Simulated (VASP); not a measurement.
Set up this calculation in VASP 6.6.1, as the native input.

- Task: single point
- Functional: PBE
- Dispersion: D3(BJ)
- Potentials or basis: VASP PAW PBE potentials, release 64 (C)
- Cutoff: 520 eV
- k mesh: 15 × 15 × 15
- Occupations: gaussian, width 0.05 eV
- Spin: no spin polarisation
- Dipole correction: no
- Further INCAR settings: ALGO = Normal; EDIFF = 1e-06; NBANDS = 11

The structure of C lies in POSCAR:

```
C
1.0
    1.2324984681      0.7115833223      3.3613878357
   -1.2324984681      0.7115833223      3.3613878357
    0.0000000000     -1.4231666447      3.3613878357
C
2
Direct
    0.1713059411      0.1713059411      0.1713059411
    0.8286940589      0.8286940589      0.8286940589
```

This cell differs from its parent crystal: mode 4 frozen in at +0.048 Å and mode 6 at +0.000 Å (largest displacements).

These files were run (other wordings do the same):

INCAR

```
SYSTEM = C
PREC = Accurate
ENCUT = 520
EDIFF = 1E-6
ISMEAR = 0
SIGMA = 0.05
LREAL = .FALSE.
LASPH = .TRUE.
NELM = 60
ALGO = Normal
ISIF = 2
LWAVE = .FALSE.
LCHARG = .TRUE.
GGA = PE
IVDW = 12
LELF = .TRUE.
LVHAR = .TRUE.
NBANDS = 11
```

KPOINTS

```
Automatic mesh
0
G
  15 15 15
  0 0 0
```

Potentials or basis: VASP PAW PBE potentials, release 64 (C).

Command:

```bash
$ cat potpaw_PBE.64/C/POTCAR > POTCAR
$ mpirun -np 1 vasp_std > vasp.out
```

It gave:

```json
{
 "Pressure": "-0.1 GPa",
 "Largest force": "1.572 eV/Å",
 "Band gap on the k mesh": "0.51 eV, direct",
 "Dispersion energy per atom": "-0.156 eV"
}
```

Caveat: the cell differs from its parent crystal (mode 4 frozen in at +0.048 Å and mode 6 at +0.000 Å (largest displacements)); forces of over 1 eV/Å act on the atoms, so gaps and moduli don't describe the material at rest.

It took 35 s on 1 thread of Intel(R) Xeon(R) 6975P-C (Granite Rapids), on a shared host, peak memory 0.19 GiB.
